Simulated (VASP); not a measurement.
Here is a VASP 6.6.1 calculation.

INCAR

```
SYSTEM = Hf
PREC = Accurate
ENCUT = 520
EDIFF = 1E-7
ISMEAR = -1
SIGMA = 0.05
LREAL = .False.
LASPH = .True.
NELM = 80
ALGO = Fast
ISIF = 2
LWAVE = .False.
LCHARG = .False.
GGA = PS
NBANDS = 11
```

KPOINTS

```
Automatic mesh
0
Gamma
  11 10 10
  0 0 0
```

Contents of POSCAR:

```
Hf
1.0
   -2.1882245278      1.5758264365      1.5692272773
    2.2142313033     -1.5954964755      1.5474373051
    2.2233970250      1.5407252191     -1.5893869106
Hf
1
Direct
    0.0000000000      0.0000000000      0.0000000000
```

Potentials or basis: VASP PAW PBE potentials, release 64 (Hf_pv).

Launch:

```console
$ cat potpaw_PBE.64/Hf_pv/POTCAR > POTCAR
$ mpirun -np 1 vasp_std > vasp.out
```

Question: Estimate the pressure.

Answer: -0.4 GPa.

Question: Estimate the band gap on the k mesh.

Answer: Zero (band 5 reaches 6.19 eV, above the bottom of band 6 at 4.18 eV).

Caveat: the PAW data sets were made with another functional, which shifts forces and pressure a little; spin-orbit coupling is left out, which moves the levels of the heavy elements.
